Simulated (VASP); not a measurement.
# InO in VASP: phonons with PBE+D3(BJ)

Aim: the phonons of InO with PBE+D3(BJ).

All numbers are computed with VASP 6.6.1; they aren't measurements. Logs are shortened: lines on timing, memory, paths and dates and some standing lists are left out, and cuts for length are marked.

### 1 The cell of the first run

The cell holds a slab with vacuum, 4 atoms: a = 3.454 Å, b = 3.454 Å, c = 15.877 Å, α = 90.00°, β = 90.00°, γ = 120.00°.

### 2 Phonons, PBE+D3(BJ)

The input, INCAR:

```
SYSTEM = InO
  ALGO = Normal
  EDIFF = 1E-8
  ENCUT = 520
  GGA = PE
  IBRION = 6
  ISIF = 2
  ISMEAR = 0
  IVDW = 12
  LASPH = .True.
  LCHARG = .False.
  LREAL = .False.
  LWAVE = .False.
  NELM = 60
  NFREE = 2
  NSW = 1
  POTIM = 0.015
  PREC = Accurate
  SIGMA = 0.01
```

The input, KPOINTS:

```
k-points
0
Gamma
  6 6 2
  0 0 0
```

The input, POSCAR:

```
InO
1.0
    3.4536138000      0.0000000000      0.0000000000
   -1.7268069000      2.9909172900      0.0000000000
    0.0000000000      0.0000000000     15.8771000000
In O
2 2
Direct
    0.6666666708      0.3333333300      0.5900210001
    0.6666666708      0.3333333300      0.4099789999
    0.0000000000      0.0000000000      0.6398670003
    0.0000000000      0.0000000000      0.3601329997
```

Potentials or basis: VASP PAW PBE potentials, release 64 (In_d, O).

Run with:

```console
cat potpaw_PBE.64/In_d/POTCAR potpaw_PBE.64/O/POTCAR > POTCAR
mpirun -np 1 vasp_std > vasp.out
```

OUTCAR:

```text
SYSTEM = InO
   EDIFF = 1E-8
   ENCUT = 520
   GGA = PE
   IBRION = 6
   ISIF = 2
   ISMEAR = 0
   IVDW = 12
   LASPH = .True.
   LREAL = .False.
   NELM = 60
   NFREE = 2
   NSW = 1
   POTIM = 0.015
   PREC = Accurate
 IVDW          = 12

 ion  position               nearest neighbor table
   1  0.667  0.333  0.590-   3 2.15   3 2.15   3 2.15   2 2.86
   2  0.667  0.333  0.410-   4 2.15   4 2.15   4 2.15   1 2.86
   3  0.000  0.000  0.640-   1 2.15   1 2.15   1 2.15
   4  0.000  0.000  0.360-   2 2.15   2 2.15   2 2.15

  LATTYP: Found a hexagonal cell.
 ALAT       =     3.4536138000
 C/A-ratio  =     4.5972424595

  Lattice vectors:

 A1 = (   3.4536138000,   0.0000000000,   0.0000000000)
 A2 = (  -1.7268069000,   2.9909172900,   0.0000000000)
 A3 = (   0.0000000000,   0.0000000000,  15.8771000000)

Analysis of symmetry for initial positions (statically):
=====================================================================
 Subroutine PRICEL returns:
 Original cell was already a primitive cell.

 Routine SETGRP: Setting up the symmetry group for a
 hexagonal supercell.

 Subroutine GETGRP returns: Found 12 space group operations
 (whereof 12 operations were pure point group operations)
 out of a pool of 24 trial point group operations.

The static configuration has the point symmetry D_3h.

Analysis of symmetry for dynamics (positions and initial velocities):
=====================================================================
 Subroutine PRICEL returns:
 Original cell was already a primitive cell.

 Routine SETGRP: Setting up the symmetry group for a
 hexagonal supercell.

 Subroutine GETGRP returns: Found 12 space group operations
 (whereof 12 operations were pure point group operations)
 out of a pool of 24 trial point group operations.

The dynamic configuration has the point symmetry D_3h.

 Subroutine INISYM returns: Found 12 space group operations
 (whereof 12 operations are pure point group operations),
 and found     1 'primitive' translations

----------------------------------------------------------------------------------------

                                     Primitive cell

  volume of cell :     164.0021

  direct lattice vectors                    reciprocal lattice vectors
     3.453613800  0.000000000  0.000000000     0.289551773  0.167172794  0.000000000
    -1.726806900  2.990917290  0.000000000     0.000000000  0.334345588  0.000000000
     0.000000000  0.000000000 15.877100000     0.000000000  0.000000000  0.062983794

  length of vectors
     3.453613800  3.453613804 15.877100000     0.334345588  0.334345588  0.062983794

  position of ions in fractional coordinates (direct lattice)
     0.666666671  0.333333330  0.590021000
     0.666666671  0.333333330  0.409979000
     0.000000000  0.000000000  0.639867000
     0.000000000  0.000000000  0.360133000

  ion indices of the primitive-cell ions
   primitive index   ion index
                 1           1
                 2           2
                 3           3
                 4           4

----------------------------------------------------------------------------------------

 KPOINTS: k-points

Automatic generation of k-mesh.
 Grid dimensions read from file:
 generate k-points for:    6    6    2

 Generating k-lattice:

  Cartesian coordinates                     Fractional coordinates (reciprocal lattice)
     0.048258629  0.027862132  0.000000000     0.166666667  0.000000000  0.000000000
     0.000000000  0.055724265  0.000000000     0.000000000  0.166666667  0.000000000
     0.000000000  0.000000000  0.031491897     0.000000000  0.000000000  0.500000000

  Length of vectors
     0.055724265  0.055724265  0.031491897

  Shift w.r.t. Gamma in fractional coordinates (k-lattice)
     0.000000000  0.000000000  0.000000000

 Subroutine IBZKPT returns following result:
 ===========================================

 Found     14 irreducible k-points:

 Following reciprocal coordinates:
            Coordinates               Weight
  0.000000  0.000000  0.000000      1.000000
  0.166667  0.000000  0.000000      6.000000
  0.333333  0.000000  0.000000      6.000000
  0.500000 -0.000000  0.000000      3.000000
  0.166667  0.166667  0.000000      6.000000
  0.333333  0.166667  0.000000     12.000000
  0.333333  0.333333  0.000000      2.000000
  0.000000  0.000000  0.500000      1.000000
  0.166667  0.000000  0.500000      6.000000
  0.333333  0.000000  0.500000      6.000000
  0.500000 -0.000000  0.500000      3.000000
  0.166667  0.166667  0.500000      6.000000
  0.333333  0.166667  0.500000     12.000000
  0.333333  0.333333  0.500000      2.000000
   k-points           NKPTS =     14   k-points in BZ     NKDIM =     14   number of bands    NBANDS=     23
   number of dos      NEDOS =    301   number of ions     NIONS =      4
   total plane-waves  NPLWV =  94080
   dimension x,y,z NGX =    28 NGY =   28 NGZ =  120
   dimension x,y,z NGXF=    56 NGYF=   56 NGZF=  240
   ions per type =               2   2
   NGX,Y,Z   is equivalent  to a cutoff of  13.48, 13.48, 12.56 a.u.
   NGXF,Y,Z  is equivalent  to a cutoff of  26.96, 26.96, 25.13 a.u.
 SYSTEM =  InO
   PREC   = accura    normal or accurate (medium, high low for compatibility)
   ISTART =      0    job   : 0-new  1-cont  2-samecut
   ICHARG =      2    charge: 1-file 2-atom 10-const
   ISPIN  =      1    spin polarized calculation?
   LNONCOLLINEAR =      F non collinear calculations
   LSORBIT =      F    spin-orbit coupling
   LASPH  =      T    aspherical Exc in radial PAW
   ENCUT  =  520.0 eV  38.22 Ry    6.18 a.u.   6.42  6.42 29.52*2*pi/ulx,y,z
   NELM   =     60;   NELMIN=  2; NELMDL= -5     # of ELM steps
   EDIFF  = 0.1E-07   stopping-criterion for ELM
   LREAL  =      F    real-space projection
   EDIFFG = 0.1E-06   stopping-criterion for IOM
   NSW    =     85    number of steps for IOM
   IBRION =      6    ionic relax: 0-MD 1-quasi-New 2-CG
   NFREE  =      2    steps in history (QN), initial steepest desc. (CG)
   ISIF   =      2    stress and relaxation
   ISYM   =      2    0-nonsym 1-usesym 2-fastsym
   POTIM  = 0.0150    time-step for ionic-motion
   TEBEG  =    0.0;   TEEND  =   0.0 temperature during run
   PSTRESS=    0.0 pullay stress
   NELECT =      38.0000    total number of electrons
   NUPDOWN=      -1.0000    fix difference up-down
   EMIN   =  10.00;   EMAX   =-10.00  energy-range for DOS
   EFERMI =   0.00;   METHOD = LEGACY
   ISMEAR =     0;   SIGMA  =   0.01  broadening in eV -4-tet -1-fermi 0-gaus
   EFERMI_NEDOS =   21; number of points for ismear=-14 and -15
   IALGO  =     38    algorithm
   IMIX   =      4    mixing-type and parameters
     AMIX     =   0.40;   BMIX     =  1.00
     AMIX_MAG =   1.60;   BMIX_MAG =  1.00
  volume/ion in A,a.u.               =      41.00       276.69
  Fermi-wavevector in a.u.,A,eV,Ry     =   1.005510  1.900138 13.756166  1.011050
  Thomas-Fermi vector in A             =   2.138194
   LORBIT       =      0    0 simple, 1 ext, 2 COOP (PROOUT), +10 PAW based schemes
   GGA     = PE    functional components
   LHFCALC =     F    Hartree Fock is set to
   AEXX    =    0.0000 exact exchange contribution
   IVDW    =    12    specifies the selected vdW correction
   LEPSILON=     F    determine dielectric tensor
   LRPA    =     F    only Hartree local field effects (RPA)
 finite differences with symmetry
 non-spin polarized calculation
 Gauss-broadening in eV      SIGMA  =   0.01
  energy-cutoff  :      520.00
  volume of cell :      164.00
 maximum number of plane-waves:      4449
 NGX is ok and might be reduce to    28
   NGX = 13   NGY = 13   NGZ = 59

--------------------------------------- Ionic step        1  -------------------------------------------

 number of electron      37.9999988 magnetization

 Free energy of the ion-electron system (eV)
  ---------------------------------------------------
  ext. energy  EPLUGINS =         0.00000000
  ---------------------------------------------------
  free energy    TOTEN  =       -19.42274568 eV

  energy without entropy =      -19.42274568  energy(sigma->0) =      -19.42274568

------------------------ aborting loop because EDIFF is reached ----------------------------------------

 Edisp (eV)   -0.56718

 E8    (eV) :    -0.2653
[... 327 lines left out ...]
--------------------------------------- Ionic step        9  -------------------------------------------

 number of electron      37.9999988 magnetization

 Free energy of the ion-electron system (eV)
  ---------------------------------------------------
  ext. energy  EPLUGINS =         0.00000000
  ---------------------------------------------------
  free energy    TOTEN  =       -19.42209490 eV

  energy without entropy =      -19.42209490  energy(sigma->0) =      -19.42209490

 E-fermi :  -1.4851     XC(G=0):  -4.8775

 val. band max:       -1.5903966219   @ k =   0.3333   0.3333   0.5000
 cond. band min:      -1.2601047160   @ k =   0.0000   0.0000   0.5000
 fundamental gap:      0.3302919059
 Fermi energy:        -1.4850508037

 k-point     1 :       0.0000    0.0000    0.0000
  band No.  band energies     occupation
      1     -19.3185      2.00000
      2     -19.2472      2.00000
      3     -15.1597      2.00000
      4     -15.1597      2.00000
      5     -15.1065      2.00000
      6     -15.1065      2.00000
[... 388 lines left out ...]
  FREE ENERGIE OF THE ION-ELECTRON SYSTEM (eV)
  ---------------------------------------------------
  free  energy   TOTEN  =       -19.9896879472 eV

  energy  without entropy=      -19.9896879472  energy(sigma->0) =      -19.98968795

 INTERNAL STRAIN TENSORS FROM DISPLACED ATOMS
 ============================================

 INTERNAL STRAIN TENSOR FOR ION    1 for displacements in x,y,z  (eV/Angst):
          X           Y           Z          XY          YZ          ZX
  --------------------------------------------------------------------------------
  x     0.00000     0.00000     0.00000    -6.57092     0.00000     5.99731
  y    -6.57092     6.57092     0.00000     0.00000     5.99733     0.00000
  z     8.97602     8.97602    -6.46122     0.00000     0.00000     0.00000

 INTERNAL STRAIN TENSOR FOR ION    4 for displacements in x,y,z  (eV/Angst):
          X           Y           Z          XY          YZ          ZX
  --------------------------------------------------------------------------------
  x     0.00000     0.00000     0.00000     6.57823    -0.00000     7.70830
  y     6.57823    -6.57823     0.00000     0.00000     7.70832     0.00000
  z     8.75404     8.75404     6.64437    -0.00000     0.00000    -0.00000

 Eigenvectors and eigenvalues of the dynamical matrix
 ----------------------------------------------------

   1 f  =   12.104220 THz    76.053060 2PiTHz  403.753332 cm-1    50.059011 meV
             X         Y         Z           dx          dy          dz
      1.726807  0.996972  9.367822    -0.000000   -0.233331    0.000000
      1.726807  0.996972  6.509278     0.000000    0.233331   -0.000000
      0.000000  0.000000 10.159232     0.000000    0.667500   -0.000000
      0.000000  0.000000  5.717868    -0.000000   -0.667500    0.000000
[... 71 lines left out ...]
  12 f/i=    0.008237 THz     0.051754 2PiTHz    0.274752 cm-1     0.034065 meV
             X         Y         Z           dx          dy          dz
      1.726807  0.996972  9.367822    -0.000000    0.000000   -0.662644
      1.726807  0.996972  6.509278    -0.000000    0.000000   -0.662644
      0.000000  0.000000 10.159232    -0.000000    0.000000   -0.246785
      0.000000  0.000000  5.717868    -0.000000    0.000000   -0.246785

 ELASTIC MODULI CONTR FROM IONIC RELAXATION (kBar)
 Direction    XX          YY          ZZ          XY          YZ          ZX
 --------------------------------------------------------------------------------
 XX        -292.3319    -90.3607   -129.4283      0.0000     -0.0000     -0.0000
 YY         -90.3607   -292.3319   -129.4283      0.0000      0.0000     -0.0000
 ZZ        -129.4283   -129.4283   -472.0608      0.0000     -0.0000     -0.0000
 XY           0.0000      0.0000      0.0000   -100.9856      0.0000      0.0000
 YZ          -0.0000      0.0000     -0.0000      0.0000   -168.4710     -0.0000
 ZX          -0.0000     -0.0000     -0.0000     -0.0000     -0.0000   -168.4703
 --------------------------------------------------------------------------------
```

Wall time 14 min (1 thread of Intel Xeon Platinum 8259CL at 2.50GHz (Skylake/Cascade Lake), shared host); peak memory 0.52 GiB.

Results:

```yaml
Highest_phonon_frequency_at_Γ_LO-TO_splitting_left_out: 404 cm⁻¹
Dispersion_energy_per_atom: -0.142 eV
```

Phonon frequencies in cm⁻¹ (negative: imaginary):
| q point | frequencies |
| --- | --- |
| (0.000, 0.000, 0.000) | 0 0 0 40 40 136 360 392 402 402 404 404 |

Caveat: spin-orbit coupling is left out, which moves the levels of the heavy elements.
